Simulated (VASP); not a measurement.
Wanted: the native input for a VASP 6.6.1 run.

- Task: single point
- Functional: PBEsol
- Potentials or basis: VASP PAW PBE potentials, release 64 (Te, Mo_sv)
- Cutoff: 500 eV
- k mesh: 6 × 6 × 1
- Occupations: gaussian, width 0.1 eV
- Spin: no spin polarisation
- Dipole correction: no
- Further INCAR settings: ALGO = Normal; EDIFF = 1e-06; NBANDS = 20

The structure of Te2Mo lies in POSCAR:

```
Te2Mo
1.0
    3.5602328140      0.0000000000      0.0000000000
   -1.7801164070      3.0832520603      0.0000000000
    0.0000000000      0.0000000000     17.5240578200
Te Mo
2 1
Direct
    0.3333333333      0.6666666667      0.8978554500
    0.3333333333      0.6666666667      0.1021445500
    0.0000000000      0.0000000000      0.0000000000
```

These files were run (other wordings do the same):

INCAR

```
PREC = Accurate
ENCUT = 500
EDIFF = 1E-6
ISMEAR = 0
SIGMA = 0.1
LREAL = False
LASPH = True
NELM = 120
ALGO = Normal
ISIF = 2
LWAVE = False
LCHARG = True
GGA = PS
LELF = True
LVHAR = True
NBANDS = 20
GGA_COMPAT = False
```

KPOINTS

```
regular mesh
0
Gamma
  6 6 1
```

Potentials or basis: VASP PAW PBE potentials, release 64 (Te, Mo_sv).

The run is started by

```console
$ cat potpaw_PBE.64/Te/POTCAR potpaw_PBE.64/Mo_sv/POTCAR > POTCAR
$ mpirun -np 1 vasp_std > vasp.out
```

Results of the run:

The largest force is 0.140 eV/Å and the band gap on the k mesh is 1.05 eV, direct.

Caveat: the PAW data sets were made with another functional, which shifts forces and pressure a little; spin-orbit coupling is left out, which moves the levels of the heavy elements.

It took 23 s on 1 thread of Intel(R) Xeon(R) 6975P-C (Granite Rapids) (shared host), peak memory 0.3 GiB.
